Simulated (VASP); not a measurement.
# BaTiO3 (Amm2) in VASP: further runs

The runs below take BaTiO3 through relaxation of cell and atoms, with PBE+U.

Program: VASP 6.6.1. These are calculated values, not measurements. Logs are shortened: lines on timing, memory, paths and dates and some standing lists are left out, and cuts for length are marked.

**1. The cell of the first run**

It takes space group Amm2 (No. 38, orthorhombic). The conventional cell has a = 3.994 Å, b = 5.729 Å, c = 5.755 Å, α = 90.00°, β = 90.00°, γ = 90.00°. Ba (site symmetry mm2) has 12 O at 2.78 to 2.97 Å and 8 Ti at 3.45 to 3.56 Å within 3.7 Å. Within 2.5 Å of Ti (site symmetry mm2) lie 6 O at 1.88 to 2.18 Å. Within 2.5 Å of O (site symmetry m) lie 2 Ti at 1.88 to 2.18 Å. O (site symmetry mm2) has 2 Ti at 2.00 Å and 4 Ba at 2.78 to 2.97 Å and 8 O at 2.82 to 2.87 Å within 3.0 Å.

**2. Relaxation of cell and atoms, PBE+U, target pressure 1 GPa, at which the enthalpy is minimised**

INCAR reads:

```
PREC = Accurate
ENCUT = 600
EDIFF = 1E-6
ISMEAR = 0
SIGMA = 0.02
LREAL = False
LASPH = True
NELM = 150
ALGO = Normal
ISIF = 3
LWAVE = False
LCHARG = False
LMAXMIX = 4
LDAU = True
LDAUTYPE = 2
LDAUL = -1 2 -1
LDAUU = 0 4 0
LDAUJ = 0 0 0
LDAUPRINT = 1
GGA = PE
IBRION = 2
NSW = 70
EDIFFG = -0.008
PSTRESS = 10.0
```

KPOINTS reads:

```
Automatic mesh
0
Gamma
  6 6 6
```

POSCAR reads:

```
BaTiO3
1.0
    3.9942576747      0.0000000000      0.0000000000
    0.0000000000      2.8643268920      2.8776699372
    0.0000000000     -2.8643268920      2.8776699372
Ba Ti O
1 1 3
Direct
    0.0000000000      0.0048291909      0.0048291909
    0.5000000000      0.5166595134      0.5166595134
    0.5000000000      0.9796706457      0.4905170140
    0.5000000000      0.4905170140      0.9796706457
    0.0000000000      0.4882236360      0.4882236360
```

Potentials or basis: VASP PAW PBE potentials, release 64 (Ba_sv, Ti_sv, O).

The run is started by

```bash
$ cat potpaw_PBE.64/Ba_sv/POTCAR potpaw_PBE.64/Ti_sv/POTCAR potpaw_PBE.64/O/POTCAR > POTCAR
$ mpirun -np 1 vasp_std > vasp.out
```

OUTCAR:

```text
PREC = Accurate
   ENCUT = 600
   EDIFF = 1E-6
   ISMEAR = 0
   LREAL = False
   LASPH = True
   NELM = 150
   ISIF = 3
   GGA = PE
   IBRION = 2
   NSW = 70
   EDIFFG = -0.008
   PSTRESS = 10.0

 ion  position               nearest neighbor table
   1  0.000  0.005  0.005-   5 2.78   4 2.81   3 2.81   3 2.81   4 2.81   5 2.87   5 2.87   4 2.89
                             3 2.89   3 2.89   4 2.89   5 2.97   2 3.45   2 3.45   2 3.49   2 3.49
   2  0.500  0.517  0.517-   3 1.88   4 1.88   5 2.00   5 2.00   3 2.18   4 2.18   1 3.45   1 3.45
                             1 3.49   1 3.49   1 3.49   1 3.49   1 3.56   1 3.56
   3  0.500  0.980  0.491-   2 1.88   2 2.18   1 2.81   1 2.81   1 2.89   1 2.89
   4  0.500  0.491  0.980-   2 1.88   2 2.18   1 2.81   1 2.81   1 2.89   1 2.89
   5  0.000  0.488  0.488-   2 2.00   2 2.00   1 2.78   1 2.87   1 2.87   1 2.97

  LATTYP: Found a base centered orthorhombic cell.
 ALAT       =     5.7286537840
 B/A-ratio  =     1.0046583528
 C/A-ratio  =     0.6972419394

  Lattice vectors:

 A1 = (   0.0000000000,   2.8643268920,  -2.8776699372)
 A2 = (   0.0000000000,   2.8643268920,   2.8776699372)
 A3 = (   3.9942576747,   0.0000000000,   0.0000000000)

Analysis of symmetry for initial positions (statically):
=====================================================================
 Subroutine PRICEL returns:
 Original cell was already a primitive cell.

 Routine SETGRP: Setting up the symmetry group for a
 base centered orthorhombic supercell.

 Subroutine GETGRP returns: Found  4 space group operations
 (whereof  4 operations were pure point group operations)
 out of a pool of  8 trial point group operations.

The static configuration has the point symmetry C_2v.

Analysis of symmetry for dynamics (positions and initial velocities):
=====================================================================
 Subroutine PRICEL returns:
 Original cell was already a primitive cell.

 Routine SETGRP: Setting up the symmetry group for a
 base centered orthorhombic supercell.

 Subroutine GETGRP returns: Found  4 space group operations
 (whereof  4 operations were pure point group operations)
 out of a pool of  8 trial point group operations.

The dynamic configuration has the point symmetry C_2v.

[... 165 lines left out ...]
  -------------------------------------------------------------------------------------
  Total        1.9720672      2.1798682      1.9733735      0.0000000      0.0000000      0.0000000
  in kB       47.9846861     53.0409361     48.0164719      0.0000000      0.0000000      0.0000000
  external PRESSURE =      39.6806980 kB  Pullay stress =      10.0000000 kB
[... 106 lines left out ...]
  energy  without entropy=      -37.3372613369  energy(sigma->0) =      -37.33726134

  enthalpy is  TOTEN    =       -36.9165013327 eV   P V=        0.4207600042

[... ionic steps 4 to 13 ...]

--------------------------------------- Ionic step       14  -------------------------------------------

 number of electron      40.0000006 magnetization

------------------------ aborting loop because EDIFF is reached ----------------------------------------
[... 73 lines left out ...]
  energy  without entropy=      -37.3537004730  energy(sigma->0) =      -37.35370047

  enthalpy is  TOTEN    =       -36.9397672661 eV   P V=        0.4139332069

atom =   2  type =  2  l = 2

 onsite density matrix

spin component  1

  0.1024  0.0000  0.0000  0.0000  0.0000
  0.0000  0.2311  0.0000  0.0000  0.0000
  0.0000  0.0000  0.1346  0.0000 -0.0557
  0.0000  0.0000  0.0000  0.1024  0.0000
  0.0000  0.0000 -0.0557  0.0000  0.1989

spin component  2

  0.1024  0.0000  0.0000  0.0000  0.0000
  0.0000  0.2311  0.0000  0.0000  0.0000
  0.0000  0.0000  0.1346  0.0000 -0.0557
  0.0000  0.0000  0.0000  0.1024  0.0000
  0.0000  0.0000 -0.0557  0.0000  0.1989

 occupancies and eigenvectors

  o =  0.1024  v =  0.0000  0.0000 -0.0000  1.0000 -0.0000  0.0000  0.0000  0.0000  0.0000  0.0000      0.0000  0.0000  0.0000  0.0000  0.0000  0.0000  0.0000  0.0000  0.0000  0.0000
  o =  0.1024  v =  0.0000  0.0000  0.0000  0.0000  0.0000  0.0000  0.0000 -0.0000  1.0000 -0.0000      0.0000  0.0000  0.0000  0.0000  0.0000  0.0000  0.0000  0.0000  0.0000  0.0000
  o =  0.1024  v =  1.0000  0.0000  0.0000  0.0000  0.0000  0.0000  0.0000  0.0000  0.0000  0.0000      0.0000  0.0000  0.0000  0.0000  0.0000  0.0000  0.0000  0.0000  0.0000  0.0000
  o =  0.1024  v =  0.0000  0.0000  0.0000  0.0000  0.0000  1.0000  0.0000  0.0000  0.0000  0.0000      0.0000  0.0000  0.0000  0.0000  0.0000  0.0000  0.0000  0.0000  0.0000  0.0000
  o =  0.1024  v =  0.0000  0.0000 -0.8660 -0.0000 -0.5000  0.0000  0.0000  0.0000  0.0000  0.0000      0.0000  0.0000  0.0000  0.0000  0.0000  0.0000  0.0000  0.0000  0.0000  0.0000
  o =  0.1024  v =  0.0000  0.0000  0.0000  0.0000  0.0000  0.0000  0.0000 -0.8660 -0.0000 -0.5000      0.0000  0.0000  0.0000  0.0000  0.0000  0.0000  0.0000  0.0000  0.0000  0.0000
  o =  0.2311  v =  0.0000  0.0000  0.0000  0.0000  0.0000  0.0000  0.0000 -0.5000  0.0000  0.8660      0.0000  0.0000  0.0000  0.0000  0.0000  0.0000  0.0000  0.0000  0.0000  0.0000
  o =  0.2311  v =  0.0000  0.0000 -0.5000  0.0000  0.8660  0.0000  0.0000  0.0000  0.0000  0.0000      0.0000  0.0000  0.0000  0.0000  0.0000  0.0000  0.0000  0.0000  0.0000  0.0000
  o =  0.2311  v =  0.0000  0.0000  0.0000  0.0000  0.0000  0.0000  1.0000  0.0000  0.0000  0.0000      0.0000  0.0000  0.0000  0.0000  0.0000  0.0000  0.0000  0.0000  0.0000  0.0000
  o =  0.2311  v =  0.0000  1.0000  0.0000  0.0000  0.0000  0.0000  0.0000  0.0000  0.0000  0.0000      0.0000  0.0000  0.0000  0.0000  0.0000  0.0000  0.0000  0.0000  0.0000  0.0000

--------------------------------------- Ionic step       16  -------------------------------------------

 number of electron      40.0000005 magnetization

 Free energy of the ion-electron system (eV)
  ---------------------------------------------------
  ext. energy  EPLUGINS =         0.00000000
  ---------------------------------------------------
  free energy    TOTEN  =       -37.35332587 eV

  energy without entropy =      -37.35332587  energy(sigma->0) =      -37.35332587

 E-fermi :   3.8267     XC(G=0): -11.0962

 val. band max:        3.7222891109   @ k =   0.5000   0.5000   0.5000
 cond. band min:       5.8600480885   @ k =   0.0000   0.0000   0.0000
 fundamental gap:      2.1377589776
 Fermi energy:         3.8267349708

 k-point     1 :       0.0000    0.0000    0.0000
  band No.  band energies     occupation
      1     -54.1718      2.00000
      2     -30.3162      2.00000
      3     -30.3162      2.00000
      4     -30.3162      2.00000
      5     -21.1744      2.00000
      6     -13.1534      2.00000
[... 637 lines left out ...]
     23       7.7745      0.00000
     24       8.8935      0.00000

 [... further k-points ...]
[... 5 lines left out ...]
  --------------------------------------------------------------------------------------
  -------------------------------------------------------------------------------------
  Total        0.4413889      0.4447715      0.4438496      0.0000000      0.0000000      0.0000000
  in kB       10.6737436     10.7555409     10.7332489      0.0000000      0.0000000      0.0000000
  external PRESSURE =       0.7208445 kB  Pullay stress =      10.0000000 kB
[... 24 lines left out ...]
  energy  without entropy=      -37.3533258680  energy(sigma->0) =      -37.35332587

  enthalpy is  TOTEN    =       -36.9397981089 eV   P V=        0.4135277591

 reached required accuracy - stopping structural energy minimisation
```

It took 11 min on 1 thread of Intel Xeon Platinum 8259CL at 2.50GHz (Skylake/Cascade Lake), shared host; peak memory 0.26 GiB.

Results:

* Free energy: -37.3533 eV
* Relaxed volume: 13.25 Å³/atom
* Relaxed cell: a = 4.047 Å, b = 4.046 Å, c = 4.046 Å, α = 90.00°, β = 90.00°, γ = 90.00°
* Space group after relaxing (to 0.1 Å): Pm-3m (No. 221)
* Energy change on relaxing (the run minimises the enthalpy): -11.3 meV/atom
* Ionic steps: 16
* Pressure after relaxing: 1.1 GPa
* Largest force after relaxing: 0.006 eV/Å
* Band gap on the k mesh: 2.14 eV (least direct gap 2.35 eV)

Forces on the atoms (eV/Å):
```
Ba   0.000  0.000  0.005
Ti   0.000  0.000  0.001
O    0.000  0.005  0.000
O    0.000 -0.005  0.000
O    0.000  0.000 -0.006
```

The path:
| step | energy change (eV) | largest force (eV/Å) | pressure (GPa) | volume (Å³) |
| --- | --- | --- | --- | --- |
| 1 | 0.0000 | 0.6900 | 4.97 | 65.85 |
| 2 | -0.0231 | 0.1599 | -3.82 | 69.00 |
| 3 | -0.0404 | 0.2409 | 0.24 | 67.41 |
| 4 | -0.0448 | 0.1826 | 0.61 | 67.06 |
| 5 | -0.0471 | 0.1363 | 2.15 | 66.02 |
| 6 | -0.0522 | 0.1229 | 1.39 | 66.26 |
| 7 | -0.0555 | 0.1068 | 0.46 | 66.56 |
| 8 | -0.0561 | 0.0780 | 0.71 | 66.42 |
| 9 | -0.0555 | 0.0315 | 1.19 | 66.21 |
| 10 | -0.0566 | 0.0111 | 1.02 | 66.28 |
| 11 | -0.0569 | 0.0146 | 0.89 | 66.33 |
| 12 | -0.0569 | 0.0134 | 0.91 | 66.32 |
| 13 | -0.0568 | 0.0129 | 0.93 | 66.31 |
| 14 | -0.0568 | 0.0129 | 0.92 | 66.32 |
| 15 | -0.0568 | 0.0131 | 0.92 | 66.32 |
| 16 | -0.0565 | 0.0056 | 1.07 | 66.25 |

Final structure:
```cif
data_structure
_symmetry_space_group_name_H-M 'P 1'
_symmetry_Int_Tables_number 1
_cell_length_a 4.0467
_cell_length_b 4.0463
_cell_length_c 4.0463
_cell_angle_alpha 90.000
_cell_angle_beta 90.000
_cell_angle_gamma 90.000
_cell_volume 66.25
loop_
_atom_site_label
_atom_site_type_symbol
_atom_site_fract_x
_atom_site_fract_y
_atom_site_fract_z
_atom_site_occupancy
Ba1 Ba 0.00000 0.99578 0.99578 1
Ti1 Ti 0.50000 0.49580 0.49580 1
O1 O 0.50000 0.99605 0.49612 1
O2 O 0.50000 0.49612 0.99605 1
O3 O 0.00000 0.49615 0.49615 1
```

Eigenvalues of the final occupation matrices:
| site | spin | trace | eigenvalues |
| --- | --- | --- | --- |
| site 2 d | 1 | 0.77 | 0.10 0.10 0.10 0.23 0.23 |
| site 2 d | 2 | 0.77 | 0.10 0.10 0.10 0.23 0.23 |

Caveat: the cell is relaxed towards a set pressure, so the run minimises the enthalpy, not the energy; spin-orbit coupling is left out, which moves the levels of the heavy elements. A k mesh can miss the band edges.

**3. Relaxation of cell and atoms, PBE+U, target pressure -1 GPa, at which the enthalpy is minimised**

This run uses another cell than the first one, of 13.43 Å³/atom.

INCAR reads:

```
SYSTEM = BaTiO3
ALGO     = Normal         ! electronic algorithm
EDIFF    = 1E-6           ! SCF threshold, eV
EDIFFG   = -0.008         ! ionic threshold
ENCUT    = 600            ! plane-wave cutoff, eV
GGA      = PE             ! functional
IBRION   = 2              ! ionic algorithm
ISIF     = 3              ! what is computed and relaxed
ISMEAR   = 0              ! smearing method
LASPH    = .TRUE.         ! aspherical terms in the spheres
LCHARG   = .FALSE.        ! write CHGCAR
LDAU     = .TRUE.         ! DFT+U
LDAUJ    = 0 0 0        
LDAUL    = -1 2 -1        ! shell
LDAUPRINT= 1            
LDAUTYPE = 2            
LDAUU    = 0 4 0          ! U, eV
LMAXMIX  = 4              ! l up to which the mixer works
LREAL    = .FALSE.        ! projectors in reciprocal space
LWAVE    = .FALSE.        ! write WAVECAR
NELM     = 150            ! most SCF steps
NSW      = 70             ! ionic steps
PREC     = Accurate       ! precision mode
PSTRESS  = -10.0        
SIGMA    = 0.02           ! smearing width, eV
```

KPOINTS reads:

```
k-points
0
G
  6 6 6
  0 0 0
```

POSCAR: that of step 2 with these lines changed.

```diff
@@ -2,5 +2,5 @@
 1.0
-    3.9942576747      0.0000000000      0.0000000000
-    0.0000000000      2.8643268920      2.8776699372
-    0.0000000000     -2.8643268920      2.8776699372
+    4.0204493657      0.0000000000      0.0000000000
+    0.0000000000      2.8831092468      2.8965397868
+    0.0000000000     -2.8831092468      2.8965397868
 Ba Ti O
```

Potentials or basis: VASP PAW PBE potentials, release 64 (Ba_sv, Ti_sv, O).

The run is started by

```bash
$ cat potpaw_PBE.64/Ba_sv/POTCAR potpaw_PBE.64/Ti_sv/POTCAR potpaw_PBE.64/O/POTCAR > POTCAR
$ mpirun -np 1 vasp_std > vasp.out
```

It took 14 min on 1 thread of Intel Xeon Platinum 8259CL at 2.50GHz (Skylake/Cascade Lake), shared host; peak memory 0.28 GiB.

It converged, with:

```
Free energy                                                : -37.3558 eV
Relaxed volume                                             : 13.43 Å³/atom
Relaxed cell                                               : a = 4.063 Å, b = 4.066 Å, c = 4.066 Å, α = 90.00°, β = 90.00°, γ = 90.00°
Space group after relaxing (to 0.1 Å)                      : Pm-3m (No. 221)
Energy change on relaxing (the run minimises the enthalpy) : -5.9 meV/atom
Ionic steps                                                : 18
Pressure after relaxing                                    : -1.0 GPa
Largest force after relaxing                               : 0.005 eV/Å
Band gap on the k mesh                                     : 2.11 eV (least direct gap 2.35 eV)
```

Forces on the atoms (eV/Å):
```
Ba   0.000  0.000 -0.001
Ti   0.000  0.000 -0.005
O    0.000  0.000  0.002
O    0.000  0.000  0.002
O    0.000  0.000  0.000
```

Stress tensor (GPa, compression positive):
```
-0.94  0.00  0.00
 0.00 -1.04  0.00
 0.00  0.00 -1.03
```

Step by step:
```
step  energy change (eV)  largest force (eV/Å)  pressure (GPa)  volume (Å³)
   1              0.0000                0.4937            1.69        67.15
   2              0.0107                0.1146           -4.19        69.37
   3             -0.0081                0.1828           -1.53        68.29
   4             -0.0132                0.1359           -1.32        68.04
   5             -0.0234                0.1057           -0.45        67.28
   6             -0.0249                0.1182           -0.17        67.08
   7             -0.0261                0.1087           -0.69        67.23
   8             -0.0254                0.0923           -1.55        67.50
   9             -0.0257                0.0946           -1.46        67.46
  10             -0.0275                0.0692           -1.23        67.32
  11             -0.0291                0.0316           -0.88        67.12
  12             -0.0294                0.0096           -0.94        67.14
  13             -0.0295                0.0155           -1.01        67.16
  14             -0.0295                0.0170           -1.02        67.16
  15             -0.0295                0.0187           -1.02        67.16
  16             -0.0296                0.0116           -1.00        67.14
  17             -0.0297                0.0084           -0.96        67.12
  18             -0.0295                0.0045           -1.00        67.16
```

Final structure:
```cif
data_structure
_symmetry_space_group_name_H-M 'P 1'
_symmetry_Int_Tables_number 1
_cell_length_a 4.0627
_cell_length_b 4.0657
_cell_length_c 4.0657
_cell_angle_alpha 89.999
_cell_angle_beta 90.000
_cell_angle_gamma 90.000
_cell_volume 67.16
loop_
_atom_site_label
_atom_site_type_symbol
_atom_site_fract_x
_atom_site_fract_y
_atom_site_fract_z
_atom_site_occupancy
Ba1 Ba 0.00000 0.99713 0.99713 1
Ti1 Ti 0.50000 0.49904 0.49904 1
O1 O 0.50000 0.99372 0.49498 1
O2 O 0.50000 0.49498 0.99372 1
O3 O 0.00000 0.49503 0.49503 1
```

Levels at points of the mesh, in eV from the valence-band top:
| k point | band 17 | band 18 | band 19 | band 20 | band 21 | band 22 | band 23 | band 24 |
| --- | --- | --- | --- | --- | --- | --- | --- | --- |
| (0.00, 0.00, 0.00) | -1.04 | -0.23 | -0.23 | -0.23 | 2.11 | 2.12 | 2.12 | 3.64 |
| (0.50, 0.00, 0.00) | -1.69 | -1.69 | -0.79 | -0.79 | 2.28 | 3.65 | 3.68 | 3.68 |
| (0.00, 0.50, 0.00) | -1.69 | -1.68 | -0.78 | -0.78 | 2.28 | 3.65 | 3.68 | 3.68 |
| (0.50, 0.50, 0.00) | -1.89 | -0.91 | -0.91 | -0.08 | 3.69 | 3.70 | 4.10 | 4.38 |
| (0.00, 0.50, 0.50) | -1.89 | -0.91 | -0.91 | -0.09 | 3.69 | 3.69 | 4.10 | 4.39 |
| (0.50, 0.50, 0.50) | -2.33 | 0.00 | 0.00 | 0.00 | 4.31 | 4.31 | 4.31 | 6.44 |

Eigenvalues of the final occupation matrices:
```
    site  spin  trace               eigenvalues
site 2 d     1   0.76  0.10 0.10 0.10 0.23 0.23
site 2 d     2   0.76  0.10 0.10 0.10 0.23 0.23
```

Caveat: the cell is relaxed towards a set pressure, so the run minimises the enthalpy, not the energy; spin-orbit coupling is left out, which moves the levels of the heavy elements.
